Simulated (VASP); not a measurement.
**CaYC2N2: single point with PBE**

Crystal: CaYC2N2.

```
Ca Y C N
1.0
     3.73605   -1.83989    0.00000
     3.73605    1.83989    0.00000
    -3.05392    0.00000    5.96105
Ca Y C N
1 1 2 2
Cartesian
  2.2091 0.0000 2.9805
  0.0000 0.0000 0.0000
  -0.9473 0.0000 4.8161
  5.3655 0.0000 1.1449
  0.1987 0.0000 4.2894
  4.2194 0.0000 1.6716
```

```yaml
Program: VASP 6.6.1
Task: single point
Functional: PBE
Potentials_or_basis: VASP PAW PBE potentials, release 64 (Ca_sv, Y_sv, C, N)
Cutoff: 520 eV
k_mesh: 6 × 6 × 4
Occupations: gaussian, width 0.1 eV
Spin: collinear spin, ferromagnetic start
Starting_moments: "[0.0, 0.0, 1.0, 1.0, 1.0, 1.0] μB"
Dipole_correction: no
Further_INCAR_settings: ALGO = Normal; EDIFF = 1e-06; NBANDS = 32
```

| Property | Result |
| --- | --- |
| Pressure | 0.4 GPa |
| Largest force | 0.183 eV/Å |
| Net moment | 0.00 μB per cell |
| Valence electrons inside the program's atomic spheres | Ca 8.17; Y 9.72; C 2.48; N 3.84 |

Forces on the atoms (eV/Å):
```
Ca   0.000  0.000  0.000
Y    0.000  0.000  0.000
C   -0.151  0.000  0.103
C    0.151  0.000 -0.103
N    0.147  0.000 -0.035
N   -0.147  0.000  0.035
```

Stress tensor (GPa, compression positive):
```
 0.85  0.00 -0.24
 0.00  0.09  0.00
-0.24  0.00  0.13
```

Levels at points of the mesh, in eV from the Fermi level:
Spin up:
```
           k point  band 17  band 18  band 19  band 20  band 21  band 22  band 23  band 24
(0.00, 0.00, 0.00)    -5.28    -4.59    -1.20    -1.11     1.27     1.36     1.80     1.89
(0.50, 0.00, 0.00)    -5.29    -4.89    -1.84    -0.24     0.92     1.65     3.39     3.63
(0.50, 0.50, 0.00)    -4.86    -4.65    -0.42     0.42     1.49     1.91     2.22     2.89
(0.00, 0.00, 0.50)    -5.72    -4.75    -0.60    -0.46     0.19     0.60     1.43     2.09
(0.50, 0.00, 0.50)    -5.59    -4.78    -2.92     0.62     1.55     1.89     2.75     3.23
(0.50, 0.50, 0.50)    -4.83    -4.55     0.37     0.88     1.59     1.86     2.38     2.56
```
Spin down:
```csv
k point,band 18,band 19,band 20,band 21,band 22,band 23
"(0.00, 0.00, 0.00)",-4.59,-1.20,-1.11,1.27,1.36,1.80
"(0.50, 0.00, 0.00)",-4.89,-1.84,-0.24,0.92,1.65,3.39
"(0.50, 0.50, 0.00)",-4.65,-0.42,0.42,1.49,1.91,2.22
"(0.00, 0.00, 0.50)",-4.75,-0.60,-0.46,0.19,0.60,1.43
"(0.50, 0.00, 0.50)",-4.78,-2.92,0.62,1.55,1.89,2.75
"(0.50, 0.50, 0.50)",-4.55,0.37,0.88,1.59,1.86,2.38
```

Wall time 4.2 min on 1 thread of AMD EPYC 7R13 Processor (Zen 3), on a shared host, peak memory 0.37 GiB.
